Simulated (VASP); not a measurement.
# SnO (P4/nmm) in VASP: further runs

The runs below take SnO through density of states, with PBE, PBEsol.

Everything below comes from runs of VASP 6.6.1. Logs are shortened: lines on timing, memory, paths and dates and some standing lists are left out, and cuts for length are marked.

## Step 1: The cell of the first run

The structure is tetragonal, space group P4/nmm (No. 129). Conventional cell: a = 3.868 Å, b = 3.868 Å, c = 5.068 Å, α = 90.00°, β = 90.00°, γ = 90.00°. Within 3.0 Å of Sn (site symmetry 4mm) lie 4 O at 2.25 Å. Within 3.0 Å of O (site symmetry -4m2) lie 4 Sn at 2.25 Å and 4 O at 2.74 Å.

## Step 2: Density of states, PBE

POSCAR

```
SnO
1.0
    3.8683851360      0.0000000000      0.0000000000
    0.0000000000      3.8683851360      0.0000000000
    0.0000000000      0.0000000000      5.0681278375
Sn O
2 2
Direct
    0.5000000000      0.0000000000      0.2286562985
    0.0000000000      0.5000000000      0.7713437015
    0.0000000000      0.0000000000      0.0000000000
    0.5000000000      0.5000000000      0.0000000000
```

INCAR.step1

```
SYSTEM = SnO
PREC = Accurate
ENCUT = 520
EDIFF = 1E-7
ISMEAR = 0
SIGMA = 0.02
LREAL = .False.
LASPH = .True.
NELM = 60
ALGO = Normal
ISIF = 2
LWAVE = .False.
LCHARG = .True.
GGA = PE
NBANDS = 28
```

KPOINTS.step1

```
regular mesh
0
Gamma
  10 10 8
  0 0 0
```

INCAR.step2

```
SYSTEM = SnO
PREC = Accurate
ENCUT = 520
EDIFF = 1E-7
ISMEAR = -5
SIGMA = 0.02
LREAL = .False.
LASPH = .True.
NELM = 60
ALGO = Normal
ISIF = 2
LWAVE = .False.
LCHARG = .False.
GGA = PE
LORBIT = 11
NBANDS = 28
NEDOS = 2001
ICHARG = 11
```

KPOINTS.step2

```
regular mesh
0
Gamma
  15 15 12
  0 0 0
```

Potentials or basis: VASP PAW PBE potentials, release 64 (Sn_d, O).

On the command line:

```console
$ cat potpaw_PBE.64/Sn_d/POTCAR potpaw_PBE.64/O/POTCAR > POTCAR
$ cp INCAR.step1 INCAR
$ cp KPOINTS.step1 KPOINTS
$ mpirun -np 1 vasp_std > vasp.out
$ cp INCAR.step2 INCAR
$ cp KPOINTS.step2 KPOINTS
$ mpirun -np 1 vasp_std > vasp.out
```

OUTCAR:

```text
SYSTEM = SnO
   PREC = Accurate
   ENCUT = 520
   EDIFF = 1E-7
   ISMEAR = -5
   LREAL = .False.
   LASPH = .True.
   NELM = 60
   ISIF = 2
   GGA = PE
   LORBIT = 11
   ICHARG = 11

 ion  position               nearest neighbor table
   1  0.500  0.000  0.229-   3 2.25   4 2.25   4 2.25   3 2.25   2 3.59   2 3.59   2 3.59   2 3.59

   2  0.000  0.500  0.771-   3 2.25   4 2.25   3 2.25   4 2.25   1 3.59   1 3.59   1 3.59   1 3.59

   3  0.000  0.000  0.000-   1 2.25   2 2.25   2 2.25   1 2.25
   4  0.500  0.500  0.000-   1 2.25   2 2.25   1 2.25   2 2.25

  LATTYP: Found a simple tetragonal cell.
 ALAT       =     3.8683851360
 C/A-ratio  =     1.3101404486

  Lattice vectors:

 A1 = (   3.8683851360,   0.0000000000,   0.0000000000)
 A2 = (   0.0000000000,   3.8683851360,   0.0000000000)
 A3 = (   0.0000000000,   0.0000000000,   5.0681278375)

Analysis of symmetry for initial positions (statically):
=====================================================================
 Subroutine PRICEL returns:
 Original cell was already a primitive cell.

 Routine SETGRP: Setting up the symmetry group for a
 simple tetragonal supercell.

 Subroutine GETGRP returns: Found 16 space group operations
 (whereof  8 operations were pure point group operations)
 out of a pool of 16 trial point group operations.

The static configuration has the point symmetry D_2d.
 The point group associated with its full space group is D_4h.

Analysis of symmetry for dynamics (positions and initial velocities):
=====================================================================
 Subroutine PRICEL returns:
 Original cell was already a primitive cell.

 Routine SETGRP: Setting up the symmetry group for a
 simple tetragonal supercell.

 Subroutine GETGRP returns: Found 16 space group operations
 (whereof  8 operations were pure point group operations)
 out of a pool of 16 trial point group operations.

The dynamic configuration has the point symmetry D_2d.
 The point group associated with its full space group is D_4h.

 Subroutine INISYM returns: Found 16 space group operations
 (whereof  8 operations are pure point group operations),
 and found     1 'primitive' translations

----------------------------------------------------------------------------------------

                                     Primitive cell

  volume of cell :      75.8415

  direct lattice vectors                    reciprocal lattice vectors
     3.868385136  0.000000000  0.000000000     0.258505801  0.000000000  0.000000000
     0.000000000  3.868385136  0.000000000     0.000000000  0.258505801  0.000000000
     0.000000000  0.000000000  5.068127837     0.000000000  0.000000000  0.197311519

  length of vectors
     3.868385136  3.868385136  5.068127837     0.258505801  0.258505801  0.197311519

  position of ions in fractional coordinates (direct lattice)
     0.500000000  0.000000000  0.228656298
     0.000000000  0.500000000  0.771343702
     0.000000000  0.000000000  0.000000000
     0.500000000  0.500000000  0.000000000

  ion indices of the primitive-cell ions
   primitive index   ion index
                 1           1
                 2           2
                 3           3
                 4           4

----------------------------------------------------------------------------------------

 KPOINTS: regular mesh

Automatic generation of k-mesh.
 Grid dimensions read from file:
 generate k-points for:   15   15   12

 Generating k-lattice:

  Cartesian coordinates                     Fractional coordinates (reciprocal lattice)
     0.017233720  0.000000000  0.000000000     0.066666667  0.000000000  0.000000000
     0.000000000  0.017233720  0.000000000     0.000000000  0.066666667  0.000000000
     0.000000000  0.000000000  0.016442627     0.000000000  0.000000000  0.083333333

  Length of vectors
     0.017233720  0.017233720  0.016442627

  Shift w.r.t. Gamma in fractional coordinates (k-lattice)
     0.000000000  0.000000000  0.000000000

 TETIRR: Found   4038 inequivalent tetrahedra from    16200

 Subroutine IBZKPT returns following result:
 ===========================================

 Found    252 irreducible k-points:

 Following reciprocal coordinates:
            Coordinates               Weight
  0.000000  0.000000  0.000000      1.000000
  0.066667  0.000000  0.000000      4.000000
  0.133333  0.000000  0.000000      4.000000
  0.200000  0.000000  0.000000      4.000000
  0.266667  0.000000  0.000000      4.000000
  0.333333  0.000000  0.000000      4.000000
[... 16 lines left out ...]
  0.266667  0.200000  0.000000      8.000000
  0.333333  0.200000  0.000000      8.000000
 [... further k-points ...]
   k-points           NKPTS =    252   k-points in BZ     NKDIM =    252   number of bands    NBANDS=     28
   number of dos      NEDOS =   2001   number of ions     NIONS =      4
   total plane-waves  NPLWV =  36000
   dimension x,y,z NGX =    30 NGY =   30 NGZ =   40
   dimension x,y,z NGXF=    60 NGYF=   60 NGZF=   80
   ions per type =               2   2
   NGX,Y,Z   is equivalent  to a cutoff of  12.89, 12.89, 13.12 a.u.
   NGXF,Y,Z  is equivalent  to a cutoff of  25.79, 25.79, 26.24 a.u.
 SYSTEM =  SnO
   PREC   = accura    normal or accurate (medium, high low for compatibility)
   ISTART =      0    job   : 0-new  1-cont  2-samecut
   ICHARG =     11    charge: 1-file 2-atom 10-const
   ISPIN  =      1    spin polarized calculation?
   LNONCOLLINEAR =      F non collinear calculations
   LSORBIT =      F    spin-orbit coupling
   LASPH  =      T    aspherical Exc in radial PAW
   ENCUT  =  520.0 eV  38.22 Ry    6.18 a.u.   7.19  7.19  9.42*2*pi/ulx,y,z
   NELM   =     60;   NELMIN=  2; NELMDL=  0     # of ELM steps
   EDIFF  = 0.1E-06   stopping-criterion for ELM
   LREAL  =      F    real-space projection
   EDIFFG = 0.1E-05   stopping-criterion for IOM
   NSW    =      0    number of steps for IOM
   IBRION =     -1    ionic relax: 0-MD 1-quasi-New 2-CG
   NFREE  =      0    steps in history (QN), initial steepest desc. (CG)
   ISIF   =      2    stress and relaxation
   ISYM   =      2    0-nonsym 1-usesym 2-fastsym
   POTIM  = 0.5000    time-step for ionic-motion
   TEBEG  =    0.0;   TEEND  =   0.0 temperature during run
   PSTRESS=    0.0 pullay stress
   NELECT =      40.0000    total number of electrons
   NUPDOWN=      -1.0000    fix difference up-down
   EMIN   =  10.00;   EMAX   =-10.00  energy-range for DOS
   EFERMI =   0.00;   METHOD = LEGACY
   ISMEAR =    -5;   SIGMA  =   0.02  broadening in eV -4-tet -1-fermi 0-gaus
   EFERMI_NEDOS =   21; number of points for ismear=-14 and -15
   IALGO  =     38    algorithm
   IMIX   =      4    mixing-type and parameters
     AMIX     =   0.40;   BMIX     =  1.00
     AMIX_MAG =   1.60;   BMIX_MAG =  1.00
  volume/ion in A,a.u.               =      18.96       127.95
  Fermi-wavevector in a.u.,A,eV,Ry     =   1.322693  2.499528 23.803633  1.749518
  Thomas-Fermi vector in A             =   2.452356
   LORBIT       =     11    0 simple, 1 ext, 2 COOP (PROOUT), +10 PAW based schemes
   GGA     = PE    functional components
   LHFCALC =     F    Hartree Fock is set to
   AEXX    =    0.0000 exact exchange contribution
   IVDW    =     0    specifies the selected vdW correction
   LEPSILON=     F    determine dielectric tensor
   LRPA    =     F    only Hartree local field effects (RPA)
 non-spin polarized calculation
 Fermi weights with tetrahedron method with Bloechl corrections
  energy-cutoff  :      520.00
  volume of cell :       75.84
 maximum number of plane-waves:      2064
 NGX is ok and might be reduce to    30

 number of electron      39.9999995 magnetization

 Free energy of the ion-electron system (eV)
  ---------------------------------------------------
  ext. energy  EPLUGINS =         0.00000000
  ---------------------------------------------------
  free energy    TOTEN  =       -22.72628953 eV

  energy without entropy =      -22.72628953  energy(sigma->0) =      -22.72628953

 E-fermi :   6.1354     XC(G=0):  -9.8199

 val. band max:        6.1332743845   @ k =   0.0667   0.0667   0.0000
 cond. band min:       6.6891905617   @ k =   0.4667   0.4667   0.0000
 fundamental gap:      0.5559161772
 Fermi energy:         6.1354114458

 k-point     1 :       0.0000    0.0000    0.0000
  band No.  band energies     occupation
      1     -15.6141      2.00000
      2     -15.2502      2.00000
      3     -15.2432      2.00000
      4     -15.2432      2.00000
      5     -15.2103      2.00000
      6     -15.1975      2.00000
[... 20 lines left out ...]
     27      13.0864      0.00000
     28      13.5945      0.00000

 k-point     2 :       0.0667    0.0000    0.0000
  band No.  band energies     occupation
      1     -15.6117      2.00000
      2     -15.2493      2.00000
      3     -15.2425      2.00000
      4     -15.2425      2.00000
      5     -15.2108      2.00000
      6     -15.1962      2.00000
[... 20 lines left out ...]
     27      13.2037      0.00000
     28      13.9408      0.00000

 k-point     3 :       0.1333    0.0000    0.0000
  band No.  band energies     occupation
      1     -15.6049      2.00000
      2     -15.2506      2.00000
      3     -15.2407      2.00000
      4     -15.2403      2.00000
      5     -15.2123      2.00000
      6     -15.2019      2.00000
[... 20 lines left out ...]
     27      13.3279      0.00000
     28      14.8071      0.00000

 k-point     4 :       0.2000    0.0000    0.0000
  band No.  band energies     occupation
      1     -15.5939      2.00000
      2     -15.2761      2.00000
      3     -15.2379      2.00000
      4     -15.2367      2.00000
      5     -15.2184      2.00000
      6     -15.2145      2.00000
[... 20 lines left out ...]
     27      13.4687      0.00000
     28      15.8050      0.00000

 k-point     5 :       0.2667    0.0000    0.0000
  band No.  band energies     occupation
      1     -15.5792      2.00000
      2     -15.3260      2.00000
      3     -15.2347      2.00000
      4     -15.2319      2.00000
      5     -15.2171      2.00000
      6     -15.2165      2.00000
[... 20 lines left out ...]
     27      13.6508      0.00000
     28      16.7225      0.00000

 k-point     6 :       0.3333    0.0000    0.0000
  band No.  band energies     occupation
      1     -15.5604      2.00000
      2     -15.3791      2.00000
      3     -15.2315      2.00000
      4     -15.2263      2.00000
      5     -15.2197      2.00000
      6     -15.2127      2.00000
[... 463 lines left out ...]
      5     -15.2133      2.00000
      6     -15.2118      2.00000
[... 20 lines left out ...]
     27      14.4608      0.00000
     28      14.4609      0.00000

 k-point    22 :       0.2000    0.2000    0.0000
  band No.  band energies     occupation
      1     -15.5806      2.00000
      2     -15.3353      2.00000
      3     -15.2443      2.00000
      4     -15.2322      2.00000
      5     -15.2198      2.00000
      6     -15.2110      2.00000
[... 20 lines left out ...]
     27      14.8087      0.00000
     28      15.2445      0.00000

 k-point    23 :       0.2667    0.2000    0.0000
  band No.  band energies     occupation
      1     -15.5710      2.00000
      2     -15.3780      2.00000
      3     -15.2413      2.00000
      4     -15.2266      2.00000
      5     -15.2167      2.00000
      6     -15.2126      2.00000
[... 20 lines left out ...]
     27      14.5741      0.00000
     28      14.8218      0.00000

 k-point    24 :       0.3333    0.2000    0.0000
  band No.  band energies     occupation
      1     -15.5586      2.00000
      2     -15.4210      2.00000
      3     -15.2363      2.00000
      4     -15.2229      2.00000
      5     -15.2155      2.00000
      6     -15.2131      2.00000
[... 20 lines left out ...]
     27      14.1052      0.00000
     28      14.6418      0.00000

 [... further k-points ...]

------------------------ aborting loop because EDIFF is reached ----------------------------------------

  FORCE on cell =-STRESS in cart. coord.  units (eV):
  Direction    XX          YY          ZZ          XY          YZ          ZX
  --------------------------------------------------------------------------------------
  -------------------------------------------------------------------------------------
  Total        0.0882380      0.0882380      0.1153098      0.0000000      0.0000000      0.0000000
  in kB        1.8640584      1.8640584      2.4359580      0.0000000      0.0000000      0.0000000
  external PRESSURE =       2.0546916 kB  Pullay stress =       0.0000000 kB

 VOLUME and BASIS-vectors are now :
 -----------------------------------------------------------------------------
  energy-cutoff  :      520.00
  volume of cell :       75.84
      direct lattice vectors                 reciprocal lattice vectors
     3.868385136  0.000000000  0.000000000     0.258505801  0.000000000  0.000000000
     0.000000000  3.868385136  0.000000000     0.000000000  0.258505801  0.000000000
     0.000000000  0.000000000  5.068127837     0.000000000  0.000000000  0.197311519

 POSITION                                       TOTAL-FORCE (eV/Angst)
 -----------------------------------------------------------------------------------
      1.93419      0.00000      1.15886        -0.000000      0.000000      0.079417
      0.00000      1.93419      3.90927        -0.000000      0.000000     -0.079417
      0.00000      0.00000      0.00000         0.000000      0.000000      0.000000
      1.93419      1.93419      0.00000         0.000000      0.000000      0.000000
 -----------------------------------------------------------------------------------
    total drift:                                0.000000      0.000000     -0.000000

  FREE ENERGIE OF THE ION-ELECTRON SYSTEM (eV)
  ---------------------------------------------------
  free  energy   TOTEN  =       -22.7262895278 eV

  energy  without entropy=      -22.7262895278  energy(sigma->0) =      -22.72628953

 total charge

# of ion       s       p       d       tot
------------------------------------------
    1        1.268   0.755  10.059  12.083
    2        1.268   0.755  10.059  12.083
    3        1.576   3.418   0.000   4.995
    4        1.576   3.418   0.000   4.995
--------------------------------------------------
tot          5.688   8.348  20.119  34.155
```

Run time: 13 min. Hardware: 1 thread of AMD EPYC 7R13, shared host; peak memory 0.47 GiB.

What came out:

```
Valence electrons inside the program's atomic spheres : Sn 12.08; O 5.00
```

Caveat: spin-orbit coupling is left out, which moves the levels of the heavy elements.

## Step 3: Density of states, PBEsol

POSCAR is that of step 2.

INCAR.step1

```
ALGO = Normal
EDIFF = 1E-6
ENCUT = 520
GGA = PS
ISIF = 2
ISMEAR = 0
LASPH = True
LCHARG = True
LREAL = False
LWAVE = False
NBANDS = 28
NELM = 60
PREC = Accurate
SIGMA = 0.02
```

KPOINTS.step1

```
k-points
0
Gamma
  10 10 8
```

INCAR.step2

```
ALGO = Normal
EDIFF = 1E-6
ENCUT = 520
GGA = PS
ICHARG = 11
ISIF = 2
ISMEAR = -5
LASPH = True
LCHARG = False
LORBIT = 10
LREAL = False
LWAVE = False
NBANDS = 28
NEDOS = 2001
NELM = 60
PREC = Accurate
SIGMA = 0.02
```

KPOINTS.step2

```
k-points
0
Gamma
  15 15 12
```

Potentials or basis: VASP PAW PBE potentials, release 64 (Sn_d, O).

On the command line:

```console
$ cat potpaw_PBE.64/Sn_d/POTCAR potpaw_PBE.64/O/POTCAR > POTCAR
$ cp INCAR.step1 INCAR
$ cp KPOINTS.step1 KPOINTS
$ mpirun -np 1 vasp_std > vasp.out
$ cp INCAR.step2 INCAR
$ cp KPOINTS.step2 KPOINTS
$ mpirun -np 1 vasp_std > vasp.out
```

It took 13 min on 1 thread of AMD EPYC 7R13, shared host; peak memory 0.47 GiB.

It converged, with:

```yaml
Valence_electrons_inside_the_program's_atomic_spheres: Sn 12.09; O 4.97
```

Levels at points of the mesh, in eV from the valence-band top:
```csv
k point,band 17,band 18,band 19,band 20,band 21,band 22,band 23,band 24
"(0.00, 0.00, 0.00)",-3.15,-2.88,-2.88,-0.01,1.84,3.96,4.92,4.92
"(0.00, 0.00, 0.50)",-3.20,-2.89,-2.89,-1.92,1.60,3.27,3.27,3.71
```

Caveat: the PAW data sets were made with another functional, which shifts forces and pressure a little; spin-orbit coupling is left out, which moves the levels of the heavy elements.
